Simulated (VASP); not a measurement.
A run of VASP 6.6.1 is set up as follows.

The input INCAR:

```
SYSTEM = Ga
PREC = Accurate
ENCUT = 520
EDIFF = 1E-7
ISMEAR = -1
SIGMA = 0.1
LREAL = .False.
LASPH = .True.
NELM = 80
ALGO = Normal
ISIF = 2
LWAVE = .False.
LCHARG = .True.
GGA = RP
LELF = .True.
LVHAR = .True.
NBANDS = 26
```

KPOINTS

```
Automatic mesh
0
Gamma
  9 9 12
  0 0 0
```

Contents of POSCAR:

```
Ga
1.0
    4.8278546283      0.0000000000      0.0000000000
   -2.4139273142      4.1810447539      0.0000000000
    0.0000000000      0.0000000000      3.0998576897
Ga
3
Direct
    0.0000000000      0.0000000000      0.0000000000
    0.3333333333      0.6666666667      0.5000000000
    0.6666666667      0.3333333333      0.5000000000
```

Potentials or basis: VASP PAW PBE potentials, release 64 (Ga_d).

Run with:

```sh
$ cat potpaw_PBE.64/Ga_d/POTCAR > POTCAR
$ mpirun -np 1 vasp_std > vasp.out
```

Problem. What does it give for the pressure?

Solution. -1.2 GPa.

Stress tensor (GPa, compression positive):
```
-1.03  0.00  0.00
 0.00 -1.03  0.00
 0.00  0.00 -1.46
```

Caveat: the PAW data sets were made with another functional, which shifts forces and pressure a little.
